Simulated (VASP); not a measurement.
Wanted: the native input for a VASP 6.6.1 run.

| Quantity | Value |
| --- | --- |
| Task | single point |
| Functional | LDA |
| Potentials or basis | VASP PAW LDA potentials, release 64 (Pb_d) |
| Cutoff | 520 eV |
| k mesh | 10 × 10 × 10 |
| Occupations | fermi-dirac, width 0.08 eV |
| Spin | no spin polarisation |
| Dipole correction | no |
| Further INCAR settings | ALGO = Normal; EDIFF = 1e-06; NBANDS = 21 |

The structure of Pb lies in POSCAR:

```
Pb
1.0
    0.0000000000      3.0296347557      3.0296347557
    3.0296347557      0.0000000000      3.0296347557
    3.0296347557      3.0296347557      0.0000000000
Pb
2
Direct
   -0.1250000000     -0.1250000000     -0.1250000000
    0.1250000000      0.1250000000      0.1250000000
```

This cell differs from its parent crystal: volume scaled by 0.7.

One way to write it, as run:

INCAR

```
ALGO     = Normal         # electronic algorithm
EDIFF    = 1E-6           # SCF threshold, eV
ENCUT    = 520            # plane-wave cutoff, eV
GGA      = CA             # functional
ISIF     = 2              # what is computed and relaxed
ISMEAR   = -1             # smearing method
LASPH    = T              # aspherical terms in the spheres
LCHARG   = T              # write CHGCAR
LELF     = T              # ELF
LREAL    = F              # projectors in reciprocal space
LVHAR    = T            
LWAVE    = F              # write WAVECAR
NBANDS   = 21             # bands
NELM     = 100            # most SCF steps
PREC     = Accurate       # precision mode
SIGMA    = 0.08           # smearing width, eV
```

KPOINTS

```
k-points
0
Gamma
  10 10 10
```

Potentials or basis: VASP PAW LDA potentials, release 64 (Pb_d).

The run is started by

```bash
$ cat potpaw_LDA.64/Pb_d/POTCAR > POTCAR
$ mpirun -np 1 vasp_std > vasp.out
```

Results of the run:

```
Pressure               : 29.0 GPa
Band gap on the k mesh : zero (band 14 reaches 9.11 eV, above the bottom of band 15 at 7.88 eV)
```

Caveat: spin-orbit coupling is left out, which moves the levels of the heavy elements.

Run time: 13 s on 1 thread of Intel(R) Xeon(R) 6975P-C (Granite Rapids), on a shared host, peak memory 0.17 GiB.
